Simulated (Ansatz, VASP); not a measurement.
One calculation of BaTiO3, two programs

INCAR

```
SYSTEM = BaTiO3
ALGO     = Normal         ! electronic algorithm
EDIFF    = 1E-7           ! SCF threshold, eV
ENCUT    = 520            ! plane-wave cutoff, eV
GGA      = PE             ! functional
ISIF     = 2              ! what is computed and relaxed
ISMEAR   = 0              ! smearing method
LASPH    = .True.         ! aspherical terms in the spheres
LCHARG   = .False.        ! write CHGCAR
LDAU     = .True.         ! DFT+U
LDAUJ    = 0 0 0        
LDAUL    = -1 2 -1        ! shell
LDAUPRINT= 1            
LDAUTYPE = 2            
LDAUU    = 0 4 0          ! U, eV
LMAXMIX  = 4              ! l up to which the mixer works
LREAL    = .False.        ! projectors in reciprocal space
LWAVE    = .False.        ! write WAVECAR
NBANDS   = 28             ! bands
NELM     = 150            ! most SCF steps
PREC     = Accurate       ! precision mode
SIGMA    = 0.05           ! smearing width, eV
```

The input KPOINTS:

```
k-points
0
Gamma
  8 8 8
  0 0 0
```

Contents of POSCAR:

```
BaTiO3
1.0
    3.9954120776      0.0000000000      0.0000000000
    0.0000000000      3.9954120776      0.0000000000
    0.0000000000      0.0000000000      3.9954120776
Ba Ti O
1 1 3
Direct
    0.5004578627      0.5000000000      0.5000000000
    0.0169457659      0.0000000000      0.0000000000
    0.4724487242      0.0000000000      0.0000000000
   -0.0135391909      0.5000000000      0.0000000000
   -0.0135391909      0.0000000000      0.5000000000
```

Input for Ansatz:

```yaml
crystal:
  lattice:
    - [3.9954120776, 0.0, 0.0]
    - [0.0, 3.9954120776, 0.0]
    - [0.0, 0.0, 3.9954120776]
  atoms:
    - { symbol: Ba, position: [0.5004578627, 0.5, 0.5] }
    - { symbol: Ti, position: [0.0169457659, 0.0, 0.0] }
    - { symbol: O, position: [0.4724487242, 0.0, 0.0] }
    - { symbol: O, position: [-0.0135391909, 0.5, 0.0] }
    - { symbol: O, position: [-0.0135391909, 0.0, 0.5] }
basis:
  ecutwfc: 520.0
kpoints:
  mp_grid: { grid: [8, 8, 8] }
hamiltonian:
  xc: pbe
  pseudopotentials: { kind: paw, azcp: { folder: soft_1 } }
  hubbard: { sites: [{ species: Ti, l: d, u_eff: 4.0 }] }
scf:
  occupations: { method: gaussian, width: 0.05 }
output:
  forces: true
  stress: true
  eigenvalues: true
```

Change from the starting cell: mode 1 frozen in at -0.111 Å, equal normal strain along x, y and z -0.0083.

Alike in both runs: task single point; functional PBE; k mesh 8 × 8 × 8; occupations gaussian, width 0.05 eV; no spin polarisation; Hubbard terms Ti d U = 4.0 eV.

|  | VASP | Ansatz |
| --- | --- | --- |
| version | VASP 6.6.1 | Ansatz 0.2.0 |
| potentials or method | VASP PAW PBE potentials, release 64 (Ba_sv, Ti_sv, O), cutoff 520 eV | scalar-relativistic, plane waves, PAW |
| valence electrons in the cell | 40 | 40 |

Ansatz gave:

* gap on the k mesh at the Fermi level (eV): 2.38
* least direct gap on the mesh (eV): 2.72
* pressure (GPa): 6.4
* traceless stress, the component that is largest in VASP (GPa): 2.97
* rms of the force components (eV/Å): 0.224

**Question.** What did VASP give for the same quantities?

**Answer.** gap on the k mesh at the Fermi level (eV): 2.31; least direct gap on the mesh (eV): 2.69; pressure (GPa): 10.4; traceless stress, the component that is largest in VASP (GPa): 3.67; rms of the force components (eV/Å): 0.449.

The programs project onto different local orbitals, so the same U acts differently, and such runs can settle in different states. Atom by atom the forces differ by 0.226 eV/Å (rms over components).

Spin-orbit coupling is off throughout.
